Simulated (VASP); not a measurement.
## P: single point with PBEsol+D4

Crystal: P.

```
CELL_PARAMETERS angstrom
2.34140 0.00000 0.00000
0.00000 2.34140 0.00000
0.00000 0.00000 2.34140
ATOMIC_POSITIONS crystal
P 0.00000 0.00000 0.00000
```

This isn't the form of P at room conditions, which is orthorhombic.

```yaml
Program: VASP 6.6.1
Task: single point
Functional: PBEsol
Dispersion: D4
Potentials_or_basis: VASP PAW PBE potentials, release 64 (P)
Cutoff: 500 eV
k_mesh: 8 × 8 × 8
Occupations: gaussian, width 0.1 eV
Spin: no spin polarisation
```

```
Pressure                   : 12.5 GPa
Band gap on the k mesh     : zero (an odd number of electrons rules out a gap without spin polarisation)
Dispersion energy per atom : -0.319 eV
```

Levels at points of the mesh, in eV from the Fermi level:
| k point | band 1 | band 2 | band 3 | band 4 | band 5 | band 6 |
| --- | --- | --- | --- | --- | --- | --- |
| (0.00, 0.00, 0.00) | -17.78 | 5.81 | 5.81 | 5.81 | 6.74 | 6.74 |
| (0.50, 0.00, 0.00) | -12.75 | -9.77 | 9.22 | 9.22 | 9.63 | 15.00 |
| (0.50, 0.50, 0.00) | -7.22 | -5.83 | -5.83 | 0.15 | 12.42 | 17.88 |
| (0.50, 0.50, 0.50) | -2.22 | -2.22 | -2.22 | 0.02 | 4.28 | 4.28 |

Run time: 2.1 s on 1 thread of Intel(R) Xeon(R) 6975P-C (Granite Rapids), on a shared host, peak memory 0.11 GiB.

Caveat: the cell stands under pressure; the PAW data sets were made with another functional, which shifts forces and pressure a little.
